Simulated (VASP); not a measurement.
Here is a VASP 6.6.1 calculation.

File INCAR:

```
  ALGO = Normal
  EDIFF = 1E-6
  ENCUT = 520
  GGA = PE
  ISIF = 2
  ISMEAR = 0
  LASPH = T
  LCHARG = F
  LREAL = F
  LWAVE = F
  NBANDS = 24
  NELM = 100
  PREC = Accurate
  SIGMA = 0.1
```

File KPOINTS:

```
k-points
0
Gamma
  4 4 4
```

POSCAR

```
GeSe3
1.0
    4.3988333128      0.0000000000      0.0000000000
    0.0000000000      4.3988333128      0.0000000000
    0.0000000000      0.0000000000      4.3988333128
Ge Se
1 3
Direct
    0.0000000000      0.0000000000      0.0000000000
    0.0000000000      0.5000000000      0.5000000000
    0.5000000000      0.0000000000      0.5000000000
    0.5000000000      0.5000000000      0.0000000000
```

Potentials or basis: VASP PAW PBE potentials, release 64 (Ge_d, Se).

Run with:

```bash
$ cat potpaw_PBE.64/Ge_d/POTCAR potpaw_PBE.64/Se/POTCAR > POTCAR
$ mpirun -np 1 vasp_std > vasp.out
```

Predict the pressure.

-0.2 GPa.

Estimate the band gap on the k mesh.

zero (bands 16 and 17 overlap by 1.93 eV).
